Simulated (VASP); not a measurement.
The system is SmGaC.

```
Sm Ga C
1.0
     3.28394    0.00000    0.00000
     0.00000    3.28394    0.00000
     0.00000    0.00000    6.03673
Sm Ga C
1 1 1
Direct
  0.50000 0.50000 0.06724
  0.50000 0.50000 0.59393
  0.00000 0.00000 0.92008
```

The cell was generated, and may not be a known phase.

| Item | Value |
| --- | --- |
| Program | VASP 6.6.1 |
| Task | relaxation of cell and atoms |
| Functional | PBE |
| Potentials or basis | VASP PAW PBE potentials, release 64 (Sm_3, Ga_d, C), 4f in core |
| Cutoff | 600 eV |
| k mesh | 14 × 14 × 8 |
| Occupations | gaussian, width 0.1 eV |
| Spin | no spin polarisation |

At the start: pressure 0.1 GPa; volume 21.70 Å³/atom.

Task: How do energy, volume and symmetry change on relaxing?

Result: Over 22 steps the energy falls by 4.6 meV/atom and the volume is 20.25 Å³/atom (-6.7 %); space group P4mm (No. 99, to 0.1 Å) before and after.

The path:
```tsv
step	energy change (eV)	largest force (eV/Å)	pressure (GPa)	volume (Å³)
1	0.0000	0.0684	0.14	65.10
2	-0.0003	0.0375	-0.13	65.28
3	-0.0003	0.0384	-0.14	65.29
4	-0.0006	0.0345	-0.13	65.22
5	-0.0014	0.0360	-0.12	64.99
6	-0.0027	0.0587	-0.15	64.53
7	-0.0048	0.1400	-0.19	63.61
8	-0.0014	0.2290	-0.17	61.80
9	-0.0052	0.1648	-0.22	63.22
10	-0.0054	0.1649	-0.22	63.18
11	-0.0058	0.1645	-0.19	63.06
12	-0.0067	0.1641	-0.24	62.81
13	-0.0079	0.1619	-0.26	62.31
14	-0.0086	0.1665	-0.26	61.32
15	-0.0087	0.1560	-0.28	61.67
16	-0.0098	0.1419	-0.25	61.56
17	-0.0123	0.0981	-0.17	61.25
18	-0.0134	0.0105	0.04	60.62
19	-0.0136	0.0377	-0.03	60.82
20	-0.0136	0.0348	-0.01	60.80
21	-0.0138	0.0108	-0.04	60.77
22	-0.0138	0.0083	-0.04	60.76
```

Final structure:
```yaml
crystal:
  lattice:
    - [3.18850, 0.00000, 0.00000]
    - [0.00000, 3.18850, 0.00000]
    - [0.00000, 0.00000, 5.97606]
  atoms:
    - { symbol: Sm, position: [0.50000, 0.50000, 0.08092] }
    - { symbol: Ga, position: [0.50000, 0.50000, 0.60912] }
    - { symbol: C, position: [0.00000, 0.00000, 0.89121] }
```
